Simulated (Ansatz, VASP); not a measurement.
**Two plane-wave programs on FeSi3**

INCAR

```
PREC = Accurate
ENCUT = 600
EDIFF = 1E-7
ISMEAR = 0
SIGMA = 0.1
LREAL = False
LASPH = True
NELM = 200
ALGO = Normal
ISIF = 3
LWAVE = False
LCHARG = False
ISPIN = 2
MAGMOM = 0.42 0 0 0
LORBIT = 11
LMAXMIX = 4
GGA = PE
IBRION = 2
NSW = 90
EDIFFG = -0.04
GGA_COMPAT = False
NELMIN = 4
```

The input KPOINTS:

```
regular mesh
0
Gamma
  4 4 4
```

POSCAR

```
FeSi3
1.0
    4.1248031315      0.0000000000      0.0000000000
    0.0000000000      4.1248031315      0.0000000000
    0.0000000000      0.0000000000      4.1248031315
Fe Si
1 3
Direct
    0.0000000000      0.0000000000      0.0000000000
    0.5000000000      0.0000000000      0.0000000000
    0.0000000000      0.5000000000      0.0000000000
    0.0000000000      0.0000000000      0.5000000000
```

Input for Ansatz:

```yaml
crystal:
  lattice:
    - [4.1248031315, 0.0, 0.0]
    - [0.0, 4.1248031315, 0.0]
    - [0.0, 0.0, 4.1248031315]
  atoms:
    - { symbol: Fe, position: [0.0, 0.0, 0.0], spin: 0.42 }
    - { symbol: Si, position: [0.5, 0.0, 0.0] }
    - { symbol: Si, position: [0.0, 0.5, 0.0] }
    - { symbol: Si, position: [0.0, 0.0, 0.5] }
basis:
  ecutwfc: 420
kpoints:
  mp_grid: { grid: [4, 4, 4] }
hamiltonian:
  xc: pbe
scf:
  occupations: { method: gaussian, width: 0.1 }
  lower_state_search: "off"
output:
  forces: true
  stress: true
  eigenvalues: true
  populations: true
magnetization:
  spin_polarized: true
relax:
  adjacent_minimum: "off"
  f_tol: 0.04
  max_steps: 70
  cell: { stress_tol: 0.4 }
```

Alike in both runs: task relaxation of cell and atoms; functional PBE; k mesh 4 × 4 × 4; occupations gaussian, width 0.1 eV; collinear spin.

|  | VASP | Ansatz |
| --- | --- | --- |
| version | VASP 6.6.1 | Ansatz 0.2.0 |
| potentials or method | VASP PAW PBE potentials, release 64 (Fe, Si), cutoff 600 eV | scalar-relativistic, plane waves, PAW |
| valence electrons in the cell | 20 | 28 |

|  | VASP | Ansatz | Ansatz less VASP |
| --- | --- | --- | --- |
| gap on the k mesh at the Fermi level, each at its own relaxed structure (eV) | none | none | - |
| net moment per atom (μB) | 0.00 | 0.49 | +0.488 |
| size of the moment on the site where the two differ most (μB) | 0.00 | 1.24 | +1.244 |
| relaxed volume (Å³/atom) | 19.98 | 20.48 | +0.501 |
| relaxed cell length with the largest relative difference (Å) | 4.307 | 4.343 | +0.0357 |

The net moments are unlike, so the other rows may belong to different states. Site moments also hang on the region over which each program counts them. A gap of «none» marks a metal or a gap that the smearing closes. VASP's potentials hold 20 valence electrons a cell and Ansatz's 28, so a difference there can come from the potentials and not from the codes.

The k mesh is coarse, so the values compare programs but aren't converged.
